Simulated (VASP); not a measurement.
Set up this calculation in VASP 6.6.1, as the native input.

- Task: single point
- Functional: r2SCAN
- Potentials or basis: VASP PAW PBE potentials, release 64 (Sn_d, O)
- Cutoff: 520 eV
- k mesh: 6 × 6 × 8
- Occupations: gaussian, width 0.02 eV
- Spin: no spin polarisation
- Dipole correction: no
- Further INCAR settings: ALGO = Normal; EDIFF = 1e-07; NBANDS = 35

The system is SnO2.

```xyz
6
Lattice="4.6878 0.0000 0.0000 0.0000 4.6878 0.0000 0.0000 0.0000 3.2301" Properties=species:S:1:pos:R:3 pbc="T T T"
Sn    2.3439    2.3439    1.6150
Sn    0.0000    0.0000    0.0000
O     0.9097    3.7781    1.6150
O     3.7781    0.9097    1.6150
O     1.4342    1.4342    0.0000
O     3.2536    3.2536    0.0000
```

This cell differs from its parent crystal: biaxial strain in the a-b plane: -1.5 %.

These files were run (other wordings do the same):

POSCAR

```
SnO2
1.0
    4.6878125568      0.0000000000      0.0000000000
    0.0000000000      4.6878125568      0.0000000000
    0.0000000000      0.0000000000      3.2300813934
Sn O
2 4
Direct
    0.5000000000      0.5000000000      0.5000000000
    0.0000000000      0.0000000000      0.0000000000
    0.1940616415      0.8059383585      0.5000000000
    0.8059383585      0.1940616415      0.5000000000
    0.3059383585      0.3059383585      0.0000000000
    0.6940616415      0.6940616415      0.0000000000
```

INCAR.step1

```
SYSTEM = SnO2
ALGO = Normal
EDIFF = 1E-4
ENCUT = 520
GGA = PE
ISMEAR = 0
LASPH = .TRUE.
LCHARG = .FALSE.
LREAL = .FALSE.
LWAVE = .TRUE.
NBANDS = 35
NELM = 80
PREC = Accurate
SIGMA = 0.02
```

INCAR.step2

```
SYSTEM = SnO2
ALGO = Normal
EDIFF = 1E-7
ENCUT = 520
ISIF = 2
ISMEAR = 0
ISTART = 1
LASPH = .TRUE.
LCHARG = .FALSE.
LMIXTAU = .TRUE.
LREAL = .FALSE.
LWAVE = .FALSE.
METAGGA = R2SCAN
NBANDS = 35
NELM = 80
PREC = Accurate
SIGMA = 0.02
```

KPOINTS

```
k-points
0
G
  6 6 8
  0 0 0
```

Potentials or basis: VASP PAW PBE potentials, release 64 (Sn_d, O).

Command:

```sh
$ cat potpaw_PBE.64/Sn_d/POTCAR potpaw_PBE.64/O/POTCAR > POTCAR
$ cp INCAR.step1 INCAR
$ mpirun -np 1 vasp_std > vasp.out
$ cp INCAR.step2 INCAR
$ mpirun -np 1 vasp_std > vasp.out
```

Results of the run:

```
Pressure               : 5.1 GPa
Largest force          : 0.009 eV/Å
Band gap on the k mesh : 1.98 eV, direct
```

Caveat: the cell differs from its parent crystal (biaxial strain in the a-b plane: -1.5 %); the PAW data sets were made with another functional, which shifts forces and pressure a little; spin-orbit coupling is left out, which moves the levels of the heavy elements.

Wall time 7.3 min on 1 thread of Intel Xeon 8259CL, with other jobs on the host, peak memory 0.24 GiB.
